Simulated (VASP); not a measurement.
Write the native input for VASP 6.6.1 that does the following.

* Task: single point
* Functional: LDA
* Potentials or basis: VASP PAW LDA potentials, release 64 (Cs_sv)
* Cutoff: 520 eV
* k mesh: 10 × 10 × 10
* Occupations: fermi-dirac, width 0.1 eV
* Spin: no spin polarisation
* Dipole correction: no
* Further INCAR settings: ALGO = Normal; EDIFF = 1e-06; NBANDS = 10

The structure of Cs lies in POSCAR:

```
Cs
1.0
    0.0000000000      2.9771768076      2.9771768076
    2.9771768076      0.0000000000      2.9771768076
    2.9771768076      2.9771768076      0.0000000000
Cs
1
Direct
    0.0000000000      0.0000000000      0.0000000000
```

This cell differs from its parent crystal: volume scaled by 0.55.

These files were run (other wordings do the same):

INCAR

```
SYSTEM = Cs
PREC = Accurate ; ENCUT = 520
EDIFF = 1E-6 ; ISMEAR = -1
SIGMA = 0.1 ; LREAL = .False.
LASPH = .True. ; NELM = 80
ALGO = Normal ; ISIF = 2
LWAVE = .False. ; LCHARG = .False.
GGA = CA ; NBANDS = 10
```

KPOINTS

```
Automatic mesh
0
Gamma
  10 10 10
  0 0 0
```

Potentials or basis: VASP PAW LDA potentials, release 64 (Cs_sv).

Launch:

```bash
$ cat potpaw_LDA.64/Cs_sv/POTCAR > POTCAR
$ mpirun -np 1 vasp_std > vasp.out
```

Results of the run:

| Item | Value |
| --- | --- |
| Pressure | 2.9 GPa |

Run time: 14 s on 1 thread of Intel(R) Xeon(R) Platinum 8259CL CPU @ 2.50GHz (Skylake/Cascade Lake) (shared host), peak memory 0.16 GiB.
